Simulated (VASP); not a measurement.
A run of VASP 6.6.1 is set up as follows.

Contents of INCAR:

```
SYSTEM = Ba2Ir
PREC = Accurate ; ENCUT = 520
EDIFF = 1E-7 ; ISMEAR = 0
SIGMA = 0.1 ; LREAL = .FALSE.
LASPH = .TRUE. ; NELM = 80
ALGO = Fast ; ISIF = 2
LWAVE = .FALSE. ; LCHARG = .TRUE.
GGA = PE ; LELF = .TRUE.
LVHAR = .TRUE. ; NBANDS = 38
```

Contents of KPOINTS:

```
regular mesh
0
G
  8 8 8
  0 0 0
```

Contents of POSCAR:

```
Ba2Ir
1.0
    0.0000000000      4.5607526407      4.5607526407
    4.5607526407      0.0000000000      4.5607526407
    4.5607526407      4.5607526407      0.0000000000
Ba Ir
4 2
Direct
    0.6250000000      0.6250000000      0.6250000000
    0.1250000000      0.6250000000      0.6250000000
    0.6250000000      0.6250000000      0.1250000000
    0.6250000000      0.1250000000      0.6250000000
    0.0000000000      0.0000000000      0.0000000000
    0.2500000000      0.2500000000      0.2500000000
```

Potentials or basis: VASP PAW PBE potentials, release 64 (Ba_sv, Ir).

Command:

```bash
$ cat potpaw_PBE.64/Ba_sv/POTCAR potpaw_PBE.64/Ir/POTCAR > POTCAR
$ mpirun -np 1 vasp_std > vasp.out
```

Q: Estimate the band gap on the k mesh.

A: Zero (bands 29 and 30 overlap by 1.00 eV).

Q: Predict the pressure.

A: 1.7 GPa.

Caveat: spin-orbit coupling is left out, which moves the levels of the heavy elements.
